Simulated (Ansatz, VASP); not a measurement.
Two plane-wave programs on Ru

File INCAR:

```
  PREC = Accurate
  ENCUT = 520
  EDIFF = 1E-7
  ISMEAR = 0
  SIGMA = 0.15
  LREAL = False
  LASPH = True
  NELM = 60
  ALGO = Fast
  ISIF = 2
  LWAVE = False
  LCHARG = True
  GGA = PS
  LELF = True
  LVHAR = True
  NBANDS = 21
```

The input KPOINTS:

```
regular mesh
0
Gamma
  18 18 10
```

File POSCAR:

```
Ru
1.0
    2.6178701703      0.0000000000      0.0000000000
   -1.3089350852      2.2671420713      0.0000000000
    0.0000000000      0.0000000000      4.2523798378
Ru
2
Direct
    0.3533605057      0.7067210114      0.2500000000
    0.6466394943      0.2932789886      0.7500000000
```

Input for Ansatz:

```yaml
crystal:
  lattice:
    - [2.6178701703, 0.0, 0.0]
    - [-1.3089350852, 2.2671420713, 0.0]
    - [0.0, 0.0, 4.2523798378]
  atoms:
    - { symbol: Ru, position: [0.3533605057, 0.7067210114, 0.25] }
    - { symbol: Ru, position: [0.6466394943, 0.2932789886, 0.75] }
basis:
  ecutwfc: 420
kpoints:
  mp_grid: { grid: [18, 18, 10] }
hamiltonian:
  xc: pbesol
  pseudopotentials: { kind: paw, azcp: { folder: soft_1 } }
scf:
  occupations: { method: gaussian, width: 0.15 }
output:
  forces: true
  stress: true
  eigenvalues: true
```

Change from the starting cell: mode 5 frozen in at +0.093 Å, equal normal strain along x and y -0.0267.

Alike in both runs: task single point; functional PBEsol; k mesh 18 × 18 × 10; occupations gaussian, width 0.15 eV; no spin polarisation.

```csv
,VASP,Ansatz
version,VASP 6.6.1,Ansatz 0.2.0
potentials or method,"VASP PAW PBE potentials, release 64 (Ru_pv), cutoff 520 eV","scalar-relativistic, plane waves, PAW"
valence electrons in the cell,28,32
```

Ansatz gave:

* gap on the k mesh at the Fermi level (eV): none
* pressure (GPa): 23.3
* traceless stress, the component that is largest in VASP (GPa): 7.95
* rms of the force components (eV/Å): 0.810

Question: Which values does VASP return?

Answer: gap on the k mesh at the Fermi level (eV): none; pressure (GPa): 23.3; traceless stress, the component that is largest in VASP (GPa): 7.95; rms of the force components (eV/Å): 0.811.

VASP's potentials were made for PBE, not for PBEsol, and Ansatz warns of the same on its side. Atom by atom the forces differ by 0.001 eV/Å (rms over components). A gap of «none» marks a metal or a gap that the smearing closes. VASP's potentials hold 28 valence electrons a cell and Ansatz's 32, so a difference there can come from the potentials and not from the codes.
